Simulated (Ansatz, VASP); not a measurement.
# HfSiO4 in VASP and in Ansatz

```
Hf Si O
1.0
    -3.32280    3.32280    3.00710
     3.32280   -3.32280    3.00710
     3.32280    3.32280   -3.00710
Hf Si O
2 2 8
Direct
  0.75000 0.25000 0.50000
  0.00000 0.00000 0.00000
  0.25000 0.75000 0.50000
  0.50000 0.50000 0.00000
  0.13474 0.31893 0.81581
  0.06893 0.75311 0.68419
  0.50311 0.31893 0.18419
  0.06893 0.38474 0.31581
  0.61526 0.93107 0.68419
  0.68107 0.86526 0.18419
  0.24689 0.93107 0.31581
  0.68107 0.49689 0.81581
```

Alike in both runs: functional PBE; k mesh 6 × 6 × 6; occupations gaussian, width 0.02 eV; no spin polarisation.

Ansatz relaxed the structure, and its values are those at the end. VASP's run is a single point on that final structure, the one shown.

```csv
,VASP,Ansatz
version,VASP 6.6.1,Ansatz 0.2.0
potentials or method,"VASP PAW PBE potentials, release 64 (Hf_pv, Si, O), cutoff 520 eV","scalar-relativistic, plane waves, PAW"
valence electrons in the cell,76,108
```

```tsv
	VASP	Ansatz	Ansatz less VASP
gap on the k mesh at the Fermi level (eV)	5.27	5.33	+0.056
least direct gap on the mesh (eV)	5.60	5.65	+0.053
pressure (GPa)	-1.6	0.0	+1.59
rms of the force components (eV/Å)	0.088	0.001	-0.0869
```

VASP's potentials hold 76 valence electrons a cell and Ansatz's 108, so a difference there can come from the potentials and not from the codes.

Neither program's run includes spin-orbit coupling.
